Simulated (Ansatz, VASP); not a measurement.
## One calculation of Zr2NbTe4, two programs

```
Zr Nb Te
1.0
    -3.64602    3.64602    3.53063
     3.64602   -3.64602    3.53063
     3.64602    3.64602   -3.53063
Zr Nb Te
2 1 4
Direct
  0.75000 0.25000 0.50000
  0.25000 0.75000 0.50000
  0.00000 0.00000 0.00000
  0.26513 0.26513 0.53027
  0.26513 0.73487 0.00000
  0.73487 0.73487 0.46973
  0.73487 0.26513 0.00000
```

Change from the starting cell: species swapped into the Na2H4Pt type (I4/mmm, No. 139).

Alike in both runs: functional PBE; k mesh 4 × 4 × 4; occupations gaussian, width 0.2 eV; no spin polarisation.

Ansatz relaxed the structure, and its values are those at the end. VASP's run is a single point on that final structure, the one shown.

|  | VASP | Ansatz |
| --- | --- | --- |
| version | VASP 6.6.1 | Ansatz 0.2.0 |
| potentials or method | VASP PAW PBE potentials, release 64 (Zr_sv, Nb_sv, Te), cutoff 500 eV | scalar-relativistic, plane waves, PAW |
| valence electrons in the cell | 61 | 101 |

Ansatz gave:

```
gap on the k mesh at the Fermi level (eV) : none
pressure (GPa)                            : -0.2
rms of the force components (eV/Å)        : 0.001
```

Estimate VASP's values.

gap on the k mesh at the Fermi level (eV): none; pressure (GPa): -0.3; rms of the force components (eV/Å): 0.005.

A gap of «none» marks a metal or a gap that the smearing closes. VASP's potentials hold 61 valence electrons a cell and Ansatz's 101, so a difference there can come from the potentials and not from the codes.

Neither program's run includes spin-orbit coupling.
